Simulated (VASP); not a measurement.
# CaGaF3 (P4/nmm) in VASP: single point with PBE

Aim: the single point of CaGaF3 with PBE.

Everything below comes from runs of VASP 6.6.1. Logs are shortened: lines on timing, memory, paths and dates and some standing lists are left out, and cuts for length are marked.

## (1) The cell of the first run

The structure is tetragonal, space group P4/nmm (No. 129). Conventional cell: a = 5.838 Å, b = 5.838 Å, c = 4.761 Å, α = 90.00°, β = 90.00°, γ = 90.00°. Within 4.2 Å of Ca (site symmetry -4m2) lie 12 F at 3.03 to 3.15 Å and 8 Ga at 3.49 to 4.08 Å and 4 Ca at 4.13 Å. Ga (site symmetry 4mm) has 6 F at 2.03 to 2.73 Å within 2.8 Å. F (site symmetry 2/m) has 2 Ga at 2.12 Å and 2 F at 2.59 Å within 2.8 Å. F (site symmetry 4mm) has 2 Ga at 2.03 to 2.73 Å and 4 F at 2.59 Å within 2.8 Å.

## (2) Single point, PBE

INCAR reads:

```
SYSTEM = CaGaF3
PREC = Accurate
ENCUT = 520
EDIFF = 1E-7
ISMEAR = 0
SIGMA = 0.02
LREAL = .FALSE.
LASPH = .TRUE.
NELM = 80
ALGO = Normal
ISIF = 2
LWAVE = .FALSE.
LCHARG = .TRUE.
GGA = PE
LELF = .TRUE.
LVHAR = .TRUE.
NBANDS = 55
```

KPOINTS reads:

```
regular mesh
0
G
  6 6 6
  0 0 0
```

POSCAR reads:

```
CaGaF3
1.0
    5.8381353226      0.0000000000      0.0000000000
    0.0000000000      5.8381353226      0.0000000000
    0.0000000000      0.0000000000      4.7606191335
Ca Ga F
2 2 6
Direct
    0.0000000000      0.0000000000      0.5000000000
    0.5000000000      0.5000000000      0.5000000000
    0.5000000000      0.0000000000      0.9026889111
    0.0000000000      0.5000000000      0.0973110889
    0.7500000000      0.7500000000      0.0000000000
    0.7500000000      0.2500000000      0.0000000000
    0.5000000000      0.0000000000      0.3294803705
    0.2500000000      0.2500000000      0.0000000000
    0.2500000000      0.7500000000      0.0000000000
    0.0000000000      0.5000000000      0.6705196295
```

Potentials or basis: VASP PAW PBE potentials, release 64 (Ca_sv, Ga_d, F).

Command:

```bash
cat potpaw_PBE.64/Ca_sv/POTCAR potpaw_PBE.64/Ga_d/POTCAR potpaw_PBE.64/F/POTCAR > POTCAR
mpirun -np 1 vasp_std > vasp.out
```

OUTCAR:

```text
SYSTEM = CaGaF3
   PREC = Accurate
   ENCUT = 520
   EDIFF = 1E-7
   ISMEAR = 0
   LREAL = .FALSE.
   LASPH = .TRUE.
   NELM = 80
   ISIF = 2
   GGA = PE

 ion  position               nearest neighbor table
   1  0.000  0.000  0.500-
   2  0.500  0.500  0.500-
   3  0.500  0.000  0.903-   7 2.03   6 2.12   5 2.12   8 2.12   9 2.12
   4  0.000  0.500  0.097-  10 2.03   6 2.12   8 2.12   9 2.12   5 2.12
   5  0.750  0.750  0.000-   3 2.12   4 2.12
   6  0.750  0.250  0.000-   3 2.12   4 2.12
   7  0.500  0.000  0.329-   3 2.03
   8  0.250  0.250  0.000-   3 2.12   4 2.12
   9  0.250  0.750  0.000-   3 2.12   4 2.12
  10  0.000  0.500  0.671-   4 2.03

  LATTYP: Found a simple tetragonal cell.
 ALAT       =     5.8381353226
 C/A-ratio  =     0.8154348727

  Lattice vectors:

 A1 = (   5.8381353226,   0.0000000000,   0.0000000000)
 A2 = (   0.0000000000,   5.8381353226,   0.0000000000)
 A3 = (   0.0000000000,   0.0000000000,   4.7606191335)

Analysis of symmetry for initial positions (statically):
=====================================================================
 Subroutine PRICEL returns:
 Original cell was already a primitive cell.

 Routine SETGRP: Setting up the symmetry group for a
 simple tetragonal supercell.

 Subroutine GETGRP returns: Found 16 space group operations
 (whereof  8 operations were pure point group operations)
 out of a pool of 16 trial point group operations.

The static configuration has the point symmetry D_2d.
 The point group associated with its full space group is D_4h.

Analysis of symmetry for dynamics (positions and initial velocities):
=====================================================================
 Subroutine PRICEL returns:
 Original cell was already a primitive cell.

 Routine SETGRP: Setting up the symmetry group for a
 simple tetragonal supercell.

 Subroutine GETGRP returns: Found 16 space group operations
 (whereof  8 operations were pure point group operations)
 out of a pool of 16 trial point group operations.

The dynamic configuration has the point symmetry D_2d.
 The point group associated with its full space group is D_4h.

 Subroutine INISYM returns: Found 16 space group operations
 (whereof  8 operations are pure point group operations),
 and found     1 'primitive' translations

----------------------------------------------------------------------------------------

                                     Primitive cell

  volume of cell :     162.2601

  direct lattice vectors                    reciprocal lattice vectors
     5.838135323  0.000000000  0.000000000     0.171287568  0.000000000  0.000000000
     0.000000000  5.838135323  0.000000000     0.000000000  0.171287568  0.000000000
     0.000000000  0.000000000  4.760619133     0.000000000  0.000000000  0.210056712

  length of vectors
     5.838135323  5.838135323  4.760619133     0.171287568  0.171287568  0.210056712

  position of ions in fractional coordinates (direct lattice)
     0.000000000  0.000000000  0.500000000
     0.500000000  0.500000000  0.500000000
     0.500000000  0.000000000  0.902688911
     0.000000000  0.500000000  0.097311089
     0.750000000  0.750000000  0.000000000
     0.750000000  0.250000000  0.000000000
     0.500000000  0.000000000  0.329480371
     0.250000000  0.250000000  0.000000000
     0.250000000  0.750000000  0.000000000
     0.000000000  0.500000000  0.670519629

  ion indices of the primitive-cell ions
   primitive index   ion index
                 1           1
                 2           2
                 3           3
                 4           4
                 5           5
                 6           6
                 7           7
                 8           8
                 9           9
                10          10

----------------------------------------------------------------------------------------

 KPOINTS: regular mesh

Automatic generation of k-mesh.
 Grid dimensions read from file:
 generate k-points for:    6    6    6

 Generating k-lattice:

  Cartesian coordinates                     Fractional coordinates (reciprocal lattice)
     0.028547928  0.000000000  0.000000000     0.166666667  0.000000000  0.000000000
     0.000000000  0.028547928  0.000000000     0.000000000  0.166666667  0.000000000
     0.000000000  0.000000000  0.035009452     0.000000000  0.000000000  0.166666667

  Length of vectors
     0.028547928  0.028547928  0.035009452

  Shift w.r.t. Gamma in fractional coordinates (k-lattice)
     0.000000000  0.000000000  0.000000000

 Subroutine IBZKPT returns following result:
 ===========================================

 Found     40 irreducible k-points:

 Following reciprocal coordinates:
            Coordinates               Weight
  0.000000  0.000000  0.000000      1.000000
  0.166667  0.000000  0.000000      4.000000
  0.333333  0.000000  0.000000      4.000000
  0.500000  0.000000  0.000000      2.000000
  0.166667  0.166667  0.000000      4.000000
  0.333333  0.166667  0.000000      8.000000
[... 16 lines left out ...]
  0.333333  0.000000  0.333333      8.000000
  0.500000  0.000000  0.333333      4.000000
 [... further k-points ...]
   k-points           NKPTS =     40   k-points in BZ     NKDIM =     40   number of bands    NBANDS=     55
   number of dos      NEDOS =    301   number of ions     NIONS =     10
   total plane-waves  NPLWV =  82944
   dimension x,y,z NGX =    48 NGY =   48 NGZ =   36
   dimension x,y,z NGXF=    96 NGYF=   96 NGZF=   72
   ions per type =               2   2   6
   NGX,Y,Z   is equivalent  to a cutoff of  13.67, 13.67, 12.57 a.u.
   NGXF,Y,Z  is equivalent  to a cutoff of  27.34, 27.34, 25.14 a.u.
 SYSTEM =  CaGaF3
   PREC   = accura    normal or accurate (medium, high low for compatibility)
   ISTART =      0    job   : 0-new  1-cont  2-samecut
   ICHARG =      2    charge: 1-file 2-atom 10-const
   ISPIN  =      1    spin polarized calculation?
   LNONCOLLINEAR =      F non collinear calculations
   LSORBIT =      F    spin-orbit coupling
   LASPH  =      T    aspherical Exc in radial PAW
   ENCUT  =  520.0 eV  38.22 Ry    6.18 a.u.  10.86 10.86  8.85*2*pi/ulx,y,z
   NELM   =     80;   NELMIN=  2; NELMDL= -5     # of ELM steps
   EDIFF  = 0.1E-06   stopping-criterion for ELM
   LREAL  =      F    real-space projection
   EDIFFG = 0.1E-05   stopping-criterion for IOM
   NSW    =      0    number of steps for IOM
   IBRION =     -1    ionic relax: 0-MD 1-quasi-New 2-CG
   NFREE  =      0    steps in history (QN), initial steepest desc. (CG)
   ISIF   =      2    stress and relaxation
   ISYM   =      2    0-nonsym 1-usesym 2-fastsym
   POTIM  = 0.5000    time-step for ionic-motion
   TEBEG  =    0.0;   TEEND  =   0.0 temperature during run
   PSTRESS=    0.0 pullay stress
   NELECT =      88.0000    total number of electrons
   NUPDOWN=      -1.0000    fix difference up-down
   EMIN   =  10.00;   EMAX   =-10.00  energy-range for DOS
   EFERMI =   0.00;   METHOD = LEGACY
   ISMEAR =     0;   SIGMA  =   0.02  broadening in eV -4-tet -1-fermi 0-gaus
   EFERMI_NEDOS =   21; number of points for ismear=-14 and -15
   IALGO  =     38    algorithm
   IMIX   =      4    mixing-type and parameters
     AMIX     =   0.40;   BMIX     =  1.00
     AMIX_MAG =   1.60;   BMIX_MAG =  1.00
  volume/ion in A,a.u.               =      16.23       109.50
  Fermi-wavevector in a.u.,A,eV,Ry     =   1.335053  2.522884 24.250565  1.782366
  Thomas-Fermi vector in A             =   2.463787
   LORBIT       =      0    0 simple, 1 ext, 2 COOP (PROOUT), +10 PAW based schemes
   GGA     = PE    functional components
   LHFCALC =     F    Hartree Fock is set to
   AEXX    =    0.0000 exact exchange contribution
   IVDW    =     0    specifies the selected vdW correction
   LEPSILON=     F    determine dielectric tensor
   LRPA    =     F    only Hartree local field effects (RPA)
 non-spin polarized calculation
 Gauss-broadening in eV      SIGMA  =   0.02
  energy-cutoff  :      520.00
  volume of cell :      162.26
 maximum number of plane-waves:      4416
 NGX is ok and might be reduce to    48
   NGX = 21   NGY = 21   NGZ = 17

 number of electron      87.9999904 magnetization

 Free energy of the ion-electron system (eV)
  ---------------------------------------------------
  ext. energy  EPLUGINS =         0.00000000
  ---------------------------------------------------
  free energy    TOTEN  =       -43.41458306 eV

  energy without entropy =      -43.41458306  energy(sigma->0) =      -43.41458306

 E-fermi :   3.9053     XC(G=0):  -9.3027

 val. band max:        3.7012502935   @ k =   0.0000   0.0000   0.0000
 cond. band min:       4.4642544367   @ k =   0.5000   0.5000   0.0000
 fundamental gap:      0.7630041432
 Fermi energy:         3.9052774024

 k-point     1 :       0.0000    0.0000    0.0000
  band No.  band energies     occupation
      1     -39.8740      2.00000
      2     -39.8702      2.00000
      3     -21.0277      2.00000
      4     -20.8807      2.00000
      5     -20.8807      2.00000
      6     -20.8164      2.00000
[... 47 lines left out ...]
     54       6.4188      0.00000
     55       6.4756      0.00000

 k-point     2 :       0.1667    0.0000    0.0000
  band No.  band energies     occupation
      1     -39.8738      2.00000
      2     -39.8705      2.00000
      3     -21.0192      2.00000
      4     -20.8955      2.00000
      5     -20.8734      2.00000
      6     -20.8136      2.00000
[... 47 lines left out ...]
     54       6.2237      0.00000
     55       6.3249      0.00000
[... 1216 lines left out ...]
     54       6.1769      0.00000
     55       6.3380      0.00000

 k-point    24 :       0.5000    0.0000    0.3333
  band No.  band energies     occupation
      1     -39.8719      2.00000
      2     -39.8719      2.00000
      3     -20.9782      2.00000
      4     -20.9782      2.00000
      5     -20.8162      2.00000
      6     -20.8162      2.00000
[... 47 lines left out ...]
     54       6.0248      0.00000
     55       6.4398      0.00000

 [... further k-points ...]

------------------------ aborting loop because EDIFF is reached ----------------------------------------

  FORCE on cell =-STRESS in cart. coord.  units (eV):
  Direction    XX          YY          ZZ          XY          YZ          ZX
  --------------------------------------------------------------------------------------
  -------------------------------------------------------------------------------------
  Total        0.0788541      0.0788541      0.0819234      0.0000000      0.0000000      0.0000000
  in kB        0.7786154      0.7786154      0.8089221      0.0000000      0.0000000      0.0000000
  external PRESSURE =       0.7887177 kB  Pullay stress =       0.0000000 kB

 VOLUME and BASIS-vectors are now :
 -----------------------------------------------------------------------------
  energy-cutoff  :      520.00
  volume of cell :      162.26
      direct lattice vectors                 reciprocal lattice vectors
     5.838135323  0.000000000  0.000000000     0.171287568  0.000000000  0.000000000
     0.000000000  5.838135323  0.000000000     0.000000000  0.171287568  0.000000000
     0.000000000  0.000000000  4.760619133     0.000000000  0.000000000  0.210056712

 POSITION                                       TOTAL-FORCE (eV/Angst)
 -----------------------------------------------------------------------------------
      0.00000      0.00000      2.38031        -0.000000     -0.000000      0.000000
      2.91907      2.91907      2.38031        -0.000000      0.000000      0.000000
      2.91907      0.00000      4.29736        -0.000000      0.000000     -0.105900
      0.00000      2.91907      0.46326         0.000000      0.000000      0.105900
      4.37860      4.37860      0.00000         0.000000     -0.000000     -0.000000
      4.37860      1.45953      0.00000         0.000000     -0.000000      0.000000
      2.91907      0.00000      1.56853        -0.000000      0.000000      0.066618
      1.45953      1.45953      0.00000        -0.000000      0.000000      0.000000
      1.45953      4.37860      0.00000        -0.000000      0.000000      0.000000
      0.00000      2.91907      3.19209        -0.000000      0.000000     -0.066618
 -----------------------------------------------------------------------------------
    total drift:                                0.000000     -0.000000     -0.000000

  FREE ENERGIE OF THE ION-ELECTRON SYSTEM (eV)
  ---------------------------------------------------
  free  energy   TOTEN  =       -43.4145830610 eV

  energy  without entropy=      -43.4145830610  energy(sigma->0) =      -43.41458306
```

Wall time 13 min (1 thread of AMD EPYC 7R43 (Zen 3), shared host); peak memory 0.41 GiB.

What came out:

| Item | Value |
| --- | --- |
| Free energy | -43.4146 eV |
| Pressure | 0.1 GPa |
| Largest force | 0.106 eV/Å |
| Band gap on the k mesh | 0.76 eV (least direct gap 0.87 eV) |

Forces in eV/Å, atoms in the order of the input:
```
Ca   0.000  0.000  0.000
Ca   0.000  0.000  0.000
Ga   0.000  0.000 -0.106
Ga   0.000  0.000  0.106
F    0.000  0.000  0.000
F    0.000  0.000  0.000
F    0.000  0.000  0.067
F    0.000  0.000  0.000
F    0.000  0.000  0.000
F    0.000  0.000 -0.067
```

Levels at points of the mesh, in eV from the valence-band top:
| k point | band 40 | band 41 | band 42 | band 43 | band 44 | band 45 | band 46 | band 47 | band 48 | band 49 |
| --- | --- | --- | --- | --- | --- | --- | --- | --- | --- | --- |
| (0.00, 0.00, 0.00) | -4.81 | -4.45 | -4.45 | -3.64 | 0.00 | 0.87 | 1.36 | 1.74 | 1.74 | 2.00 |
| (0.50, 0.00, 0.00) | -4.83 | -4.70 | -4.70 | -1.66 | -1.66 | 1.41 | 1.41 | 1.79 | 1.79 | 1.91 |
| (0.50, 0.50, 0.00) | -5.11 | -4.50 | -4.50 | -1.10 | -1.10 | 0.76 | 0.76 | 1.80 | 1.80 | 2.10 |
| (0.00, 0.00, 0.50) | -4.80 | -4.39 | -4.39 | -1.71 | -0.21 | 1.23 | 1.24 | 1.24 | 1.55 | 2.20 |
| (0.50, 0.00, 0.50) | -4.70 | -4.62 | -4.62 | -0.78 | -0.78 | 1.45 | 1.45 | 1.62 | 1.62 | 2.00 |
| (0.50, 0.50, 0.50) | -4.97 | -4.42 | -4.42 | -0.47 | -0.47 | 1.27 | 1.27 | 1.81 | 1.81 | 2.20 |

Caveat: semilocal functionals underestimate gaps, and a narrow one can read as zero. A k mesh can miss the band edges.
